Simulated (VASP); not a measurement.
Crystal: BN.

```xyz
2
Lattice="0.0000 1.8048 1.7326 1.8048 0.0000 1.7326 1.8048 1.8048 0.0000" Properties=species:S:1:pos:R:3 pbc="T T T"
B     0.0000    0.0000    0.0000
N     0.9024    0.9024    0.8663
```

This cell differs from its parent crystal: uniaxial z strain -4.0%.

Base run:

```yaml
Program: VASP 6.6.1
Functional: HSE06
Potentials_or_basis: VASP PAW PBE potentials, release 64 (B, N)
Cutoff: 520 eV
k_mesh: 8 × 8 × 8
Occupations: gaussian, width 0.01 eV
Spin: no spin polarisation
```

Its results: band gap on the k mesh 5.08 eV (least direct gap 10.34 eV); pressure 13.2 GPa.

Question: The run is repeated on the same cell with these changes: functional from HSE06 to r2SCAN; k mesh from 8 × 8 × 8 to 12 × 12 × 12. What comes out?

Answer: Band gap on the k mesh 4.28 eV (least direct gap 9.31 eV); pressure 18.5 GPa.

Several settings changed at once.

Caveats: the cell stands under pressure; the PAW data sets were made with another functional, which shifts forces and pressure a little.

A k mesh can miss the band edges.
